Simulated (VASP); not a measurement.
# Ni (Im-3m) in VASP: further runs

The runs below take Ni through single point, with PBE.

Program: VASP 6.6.1. These are calculated values, not measurements. Logs are shortened: lines on timing, memory, paths and dates and some standing lists are left out, and cuts for length are marked.

### Step 1. The cell of the first run

It takes space group Im-3m (No. 229, cubic). Conventional cell: a = 2.767 Å, b = 2.767 Å, c = 2.767 Å, α = 90.00°, β = 90.00°, γ = 90.00°. Ni (site symmetry m-3m) has 14 Ni at 2.40 to 2.77 Å within 3.2 Å.

This isn't the form of Ni at room conditions, which is fcc.

### Step 2. Single point, PBE, collinear spin, ferromagnetic start

Contents of INCAR:

```
SYSTEM = Ni
PREC     = Accurate       ! precision mode
ENCUT    = 690            ! plane-wave cutoff, eV
EDIFF    = 1E-6           ! SCF threshold, eV
ISMEAR   = 0              ! smearing method
SIGMA    = 0.1            ! smearing width, eV
LREAL    = .False.        ! projectors in reciprocal space
LASPH    = .True.         ! aspherical terms in the spheres
NELM     = 200            ! most SCF steps
ALGO     = Normal         ! electronic algorithm
ISIF     = 2              ! what is computed and relaxed
LWAVE    = .False.        ! write WAVECAR
LCHARG   = .False.        ! write CHGCAR
ISPIN    = 2              ! spin polarisation
MAGMOM   = 1              ! initial moments
LORBIT   = 11             ! projections on sites
LMAXMIX  = 4              ! l up to which the mixer works
GGA      = PE             ! functional
NBANDS   = 19             ! bands
GGA_COMPAT= .False.
```

Contents of KPOINTS:

```
regular mesh
0
Gamma
  11 11 11
  0 0 0
```

Contents of POSCAR:

```
Ni
1.0
   -1.3837154700      1.3837154700      1.3837154700
    1.3837154700     -1.3837154700      1.3837154700
    1.3837154700      1.3837154700     -1.3837154700
Ni
1
Direct
    0.0000000000      0.0000000000      0.0000000000
```

Potentials or basis: VASP PAW PBE potentials, release 64 (Ni_sv_GW).

Launch:

```
$ cat potpaw_PBE.64/Ni_sv_GW/POTCAR > POTCAR
$ mpirun -np 1 vasp_std > vasp.out
```

OUTCAR:

```text
SYSTEM = Ni
   PREC = Accurate
   ENCUT = 690
   EDIFF = 1E-6
   ISMEAR = 0
   LREAL = .False.
   LASPH = .True.
   NELM = 200
   ISIF = 2
   ISPIN = 2
   LORBIT = 11
   GGA = PE

 ion  position               nearest neighbor table
   1  0.000  0.000  0.000-

  LATTYP: Found a body centered cubic cell.
 ALAT       =     2.7674309400

  Lattice vectors:

 A1 = (  -1.3837154700,   1.3837154700,   1.3837154700)
 A2 = (   1.3837154700,  -1.3837154700,   1.3837154700)
 A3 = (   1.3837154700,   1.3837154700,  -1.3837154700)

Analysis of symmetry for initial positions (statically):
=====================================================================
 Subroutine PRICEL returns:
 Original cell was already a primitive cell.

 Routine SETGRP: Setting up the symmetry group for a
 body centered cubic supercell.

 Subroutine GETGRP returns: Found 48 space group operations
 (whereof 48 operations were pure point group operations)
 out of a pool of 48 trial point group operations.

The static configuration has the point symmetry O_h .

Analysis of symmetry for dynamics (positions and initial velocities):
=====================================================================
 Subroutine PRICEL returns:
 Original cell was already a primitive cell.

 Routine SETGRP: Setting up the symmetry group for a
 body centered cubic supercell.

 Subroutine GETGRP returns: Found 48 space group operations
 (whereof 48 operations were pure point group operations)
 out of a pool of 48 trial point group operations.

The dynamic configuration has the point symmetry O_h .

Analysis of structural, dynamic, and magnetic symmetry:
=====================================================================
 Subroutine PRICEL returns:
 Original cell was already a primitive cell.

 Routine SETGRP: Setting up the symmetry group for a
 body centered cubic supercell.

 Subroutine GETGRP returns: Found 48 space group operations
 (whereof 48 operations were pure point group operations)
 out of a pool of 48 trial point group operations.

The overall configuration has the point symmetry O_h .

 Subroutine INISYM returns: Found 48 space group operations
 (whereof 48 operations are pure point group operations),
 and found     1 'primitive' translations

----------------------------------------------------------------------------------------

                                     Primitive cell

  volume of cell :      10.5974

  direct lattice vectors                    reciprocal lattice vectors
    -1.383715470  1.383715470  1.383715470     0.000000000  0.361345964  0.361345964
     1.383715470 -1.383715470  1.383715470     0.361345964  0.000000000  0.361345964
     1.383715470  1.383715470 -1.383715470     0.361345964  0.361345964  0.000000000

  length of vectors
     2.396665497  2.396665497  2.396665497     0.511020363  0.511020363  0.511020363

  position of ions in fractional coordinates (direct lattice)
     0.000000000  0.000000000  0.000000000

  ion indices of the primitive-cell ions
   primitive index   ion index
                 1           1

----------------------------------------------------------------------------------------

 KPOINTS: regular mesh

Automatic generation of k-mesh.
 Grid dimensions read from file:
 generate k-points for:   11   11   11

 Generating k-lattice:

  Cartesian coordinates                     Fractional coordinates (reciprocal lattice)
     0.000000000  0.032849633  0.032849633     0.090909091  0.000000000  0.000000000
     0.032849633  0.000000000  0.032849633     0.000000000  0.090909091  0.000000000
     0.032849633  0.032849633  0.000000000     0.000000000  0.000000000  0.090909091

  Length of vectors
     0.046456397  0.046456397  0.046456397

  Shift w.r.t. Gamma in fractional coordinates (k-lattice)
     0.000000000  0.000000000  0.000000000

 Subroutine IBZKPT returns following result:
 ===========================================

 Found     56 irreducible k-points:

 Following reciprocal coordinates:
            Coordinates               Weight
  0.000000  0.000000  0.000000      1.000000
  0.090909  0.000000  0.000000     12.000000
  0.181818  0.000000  0.000000     12.000000
  0.272727  0.000000  0.000000     12.000000
  0.363636  0.000000  0.000000     12.000000
  0.454545  0.000000  0.000000     12.000000
[... 16 lines left out ...]
  0.272727  0.181818  0.090909     48.000000
  0.363636  0.181818  0.090909     24.000000
 [... further k-points ...]
   k-points           NKPTS =     56   k-points in BZ     NKDIM =     56   number of bands    NBANDS=     19
   number of dos      NEDOS =    301   number of ions     NIONS =      1
   total plane-waves  NPLWV =  13824
   dimension x,y,z NGX =    24 NGY =   24 NGZ =   24
   dimension x,y,z NGXF=    48 NGYF=   48 NGZF=   48
   ions per type =               1
   NGX,Y,Z   is equivalent  to a cutoff of  16.65, 16.65, 16.65 a.u.
   NGXF,Y,Z  is equivalent  to a cutoff of  33.30, 33.30, 33.30 a.u.
 SYSTEM =  Ni
   PREC   = accura    normal or accurate (medium, high low for compatibility)
   ISTART =      0    job   : 0-new  1-cont  2-samecut
   ICHARG =      2    charge: 1-file 2-atom 10-const
   ISPIN  =      2    spin polarized calculation?
   LNONCOLLINEAR =      F non collinear calculations
   LSORBIT =      F    spin-orbit coupling
   LASPH  =      T    aspherical Exc in radial PAW
   ENCUT  =  690.0 eV  50.71 Ry    7.12 a.u.   5.13  5.13  5.13*2*pi/ulx,y,z
   NELM   =    200;   NELMIN=  2; NELMDL= -5     # of ELM steps
   EDIFF  = 0.1E-05   stopping-criterion for ELM
   LREAL  =      F    real-space projection
   EDIFFG = 0.1E-04   stopping-criterion for IOM
   NSW    =      0    number of steps for IOM
   IBRION =     -1    ionic relax: 0-MD 1-quasi-New 2-CG
   NFREE  =      0    steps in history (QN), initial steepest desc. (CG)
   ISIF   =      2    stress and relaxation
   ISYM   =      2    0-nonsym 1-usesym 2-fastsym
   POTIM  = 0.5000    time-step for ionic-motion
   TEBEG  =    0.0;   TEEND  =   0.0 temperature during run
   PSTRESS=    0.0 pullay stress
   NELECT =      18.0000    total number of electrons
   NUPDOWN=      -1.0000    fix difference up-down
   EMIN   =  10.00;   EMAX   =-10.00  energy-range for DOS
   EFERMI =   0.00;   METHOD = LEGACY
   ISMEAR =     0;   SIGMA  =   0.10  broadening in eV -4-tet -1-fermi 0-gaus
   EFERMI_NEDOS =   21; number of points for ismear=-14 and -15
   IALGO  =     38    algorithm
   IMIX   =      4    mixing-type and parameters
     AMIX     =   0.40;   BMIX     =  1.00
     AMIX_MAG =   1.60;   BMIX_MAG =  1.00
  volume/ion in A,a.u.               =      10.60        71.51
  Fermi-wavevector in a.u.,A,eV,Ry     =   1.953285  3.691173 51.910593  3.815321
  Thomas-Fermi vector in A             =   2.980140
   LORBIT       =     11    0 simple, 1 ext, 2 COOP (PROOUT), +10 PAW based schemes
   GGA     = PE    functional components
   LHFCALC =     F    Hartree Fock is set to
   AEXX    =    0.0000 exact exchange contribution
   IVDW    =     0    specifies the selected vdW correction
   LEPSILON=     F    determine dielectric tensor
   LRPA    =     F    only Hartree local field effects (RPA)
 spin polarized calculation
 Gauss-broadening in eV      SIGMA  =   0.10
  energy-cutoff  :      690.00
  volume of cell :       10.60
 maximum number of plane-waves:       447
 NGX is ok and might be reduce to    24
   NGX = 11   NGY = 11   NGZ = 11

 number of electron      18.0000007 magnetization       0.6068061

 Free energy of the ion-electron system (eV)
  ---------------------------------------------------
  ext. energy  EPLUGINS =         0.00000000
  ---------------------------------------------------
  free energy    TOTEN  =        -6.32019711 eV

  energy without entropy =       -6.31279386  energy(sigma->0) =       -6.31649548

 E-fermi :   8.0287     XC(G=0): -14.0417

 val. band max:        8.0126987835   @ k =  -0.1818   0.2727   0.0909
 cond. band min:       8.0495325223   @ k =   0.3636   0.1818  -0.0000
 fundamental gap:      0.0368337388
 Fermi energy:         8.0287299358

 spin component 1

 k-point     1 :       0.0000    0.0000    0.0000
  band No.  band energies     occupation
      1     -95.4452      1.00000
      2     -55.6877      1.00000
      3     -55.6877      1.00000
      4     -55.6877      1.00000
      5      -1.1226      1.00000
      6       5.6409      1.00000
[... 11 lines left out ...]
     18      41.0809      0.00000
     19      41.0810      0.00000

 k-point     2 :       0.0909    0.0000    0.0000
  band No.  band energies     occupation
      1     -95.4420      1.00000
      2     -55.7075      1.00000
      3     -55.6946      1.00000
      4     -55.6876      1.00000
      5      -0.7748      1.00000
      6       5.5605      1.00000
[... 476 lines left out ...]
 k-point    24 :       0.3636    0.1818    0.0909
  band No.  band energies     occupation
      1     -95.4025      1.00000
      2     -55.8897      1.00000
      3     -55.7998      1.00000
      4     -55.7250      1.00000
      5       4.0677      1.00000
      6       4.6265      1.00000
[... 11 lines left out ...]
     18      50.7409      0.00000
     19      55.8057      0.00000

 [... further k-points ...]

 spin component 2

 k-point     1 :       0.0000    0.0000    0.0000
  band No.  band energies     occupation
      1     -94.6583      1.00000
      2     -54.9182      1.00000
      3     -54.9182      1.00000
      4     -54.9182      1.00000
      5      -1.1290      1.00000
      6       6.3722      1.00000
[... 11 lines left out ...]
     18      41.2741      0.00000
     19      41.2881      0.00000

 k-point     2 :       0.0909    0.0000    0.0000
  band No.  band energies     occupation
      1     -94.6550      1.00000
      2     -54.9386      1.00000
      3     -54.9253      1.00000
      4     -54.9182      1.00000
      5      -0.7806      1.00000
      6       6.2857      1.00000
[... 476 lines left out ...]
 k-point    24 :       0.3636    0.1818    0.0909
  band No.  band energies     occupation
      1     -94.6144      1.00000
      2     -55.1265      1.00000
      3     -55.0337      1.00000
      4     -54.9568      1.00000
      5       4.5377      1.00000
      6       5.2341      1.00000
[... 11 lines left out ...]
     18      50.6934      0.00000
     19      56.0269      0.00000

 [... further k-points ...]

------------------------ aborting loop because EDIFF is reached ----------------------------------------

  FORCE on cell =-STRESS in cart. coord.  units (eV):
  Direction    XX          YY          ZZ          XY          YZ          ZX
  --------------------------------------------------------------------------------------
  -------------------------------------------------------------------------------------
  Total        0.4523204      0.4523204      0.4523204     -0.0000000      0.0000000      0.0000000
  in kB       68.3842931     68.3842931     68.3842931     -0.0000000      0.0000000      0.0000000
  external PRESSURE =      68.3842931 kB  Pullay stress =       0.0000000 kB

 VOLUME and BASIS-vectors are now :
 -----------------------------------------------------------------------------
  energy-cutoff  :      690.00
  volume of cell :       10.60
      direct lattice vectors                 reciprocal lattice vectors
    -1.383715470  1.383715470  1.383715470     0.000000000  0.361345964  0.361345964
     1.383715470 -1.383715470  1.383715470     0.361345964  0.000000000  0.361345964
     1.383715470  1.383715470 -1.383715470     0.361345964  0.361345964  0.000000000

 POSITION                                       TOTAL-FORCE (eV/Angst)
 -----------------------------------------------------------------------------------
      0.00000      0.00000      0.00000         0.000000     -0.000000     -0.000000
 -----------------------------------------------------------------------------------
    total drift:                                0.000000      0.000000      0.000000

  FREE ENERGIE OF THE ION-ELECTRON SYSTEM (eV)
  ---------------------------------------------------
  free  energy   TOTEN  =        -6.3201971051 eV

  energy  without entropy=       -6.3127938587  energy(sigma->0) =       -6.31649548

 total charge

# of ion       s       p       d       f       tot
--------------------------------------------------
    1        2.242   6.303   7.824   0.005  16.375

 magnetization (x)

# of ion       s       p       d       f       tot
--------------------------------------------------
    1        0.000  -0.009   0.644  -0.000   0.634
```

Wall time 37 s (1 thread of Intel Xeon Platinum 8259CL at 2.50GHz (Skylake/Cascade Lake), shared host); peak memory 0.18 GiB.

What came out:

```yaml
Free_energy: -6.3202 eV
Pressure: 6.8 GPa
Net_moment: 0.61 μB per cell
Site_moments: Ni +0.63 μB
Valence_electrons_inside_the_program's_atomic_spheres: Ni 16.38
```

Caveat: the cell stands under pressure.

[end of part 1 of 2]
